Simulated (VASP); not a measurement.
Wanted: the native input for a VASP 6.6.1 run.

```yaml
Task: single point
Functional: PBE
Potentials_or_basis: VASP PAW PBE potentials, release 64 (Si, Ge_d)
Cutoff: 410 eV
k_mesh: 18 × 18 × 6
Occupations: gaussian, width 0.1 eV
Spin: no spin polarisation
Dipole_correction: no
k_mesh_for_the_DOS: 27 × 27 × 9
Occupations_for_the_DOS: tetrahedron
Further_INCAR_settings: ALGO = Normal; EDIFF = 1e-06
```

Si3Ge:

```
Si Ge
1.0
     2.71036    0.00000    0.00000
    -1.35518    2.34724    0.00000
     0.00000    0.00000   10.15072
Si Ge
3 1
Direct
  0.00000 0.00000 0.00000
  0.00000 0.00000 0.24431
  0.00000 0.00000 0.75569
  0.00000 0.00000 0.50000
```

These files were run (other wordings do the same):

POSCAR

```
Si3Ge
1.0
    2.7103620577      0.0000000000      0.0000000000
   -1.3551810288      2.3472423954      0.0000000000
    0.0000000000      0.0000000000     10.1507152904
Si Ge
3 1
Direct
    0.0000000000      0.0000000000      0.0000000000
    0.0000000000      0.0000000000      0.2443051364
    0.0000000000      0.0000000000      0.7556948636
    0.0000000000      0.0000000000      0.5000000000
```

INCAR.step1

```
PREC = Accurate
ENCUT = 410
EDIFF = 1E-6
ISMEAR = 0
SIGMA = 0.1
LREAL = F
LASPH = T
NELM = 120
ALGO = Normal
ISIF = 2
LWAVE = F
LCHARG = T
GGA = PE
NBANDS = 21
GGA_COMPAT = F
NEDOS = 2001
LORBIT = 11
```

KPOINTS.step1

```
Automatic mesh
0
Gamma
  18 18 6
```

INCAR.step2

```
PREC = Accurate
ENCUT = 410
EDIFF = 1E-6
ISMEAR = -5
SIGMA = 0.1
LREAL = F
LASPH = T
NELM = 120
ALGO = Normal
ISIF = 2
LWAVE = F
LCHARG = F
GGA = PE
LORBIT = 11
NEDOS = 2001
ICHARG = 11
GGA_COMPAT = F
```

KPOINTS.step2

```
Automatic mesh
0
Gamma
  27 27 9
```

Potentials or basis: VASP PAW PBE potentials, release 64 (Si, Ge_d).

Command:

```console
$ cat potpaw_PBE.64/Si/POTCAR potpaw_PBE.64/Ge_d/POTCAR > POTCAR
$ cp INCAR.step1 INCAR
$ cp KPOINTS.step1 KPOINTS
$ mpirun -np 1 vasp_std > vasp.out
$ cp INCAR.step2 INCAR
$ cp KPOINTS.step2 KPOINTS
$ mpirun -np 1 vasp_std > vasp.out
```

It gave:

```json
{
  "Valence electrons inside the program's atomic spheres": "Si 1.58, 1.56 (each value once); Ge 12.35"
}
```

Caveat: the highest band is partly filled, so the run has too few bands.

Run time: 8.9 min on 1 thread of Intel Xeon 8259CL, on a shared host, peak memory 0.38 GiB.
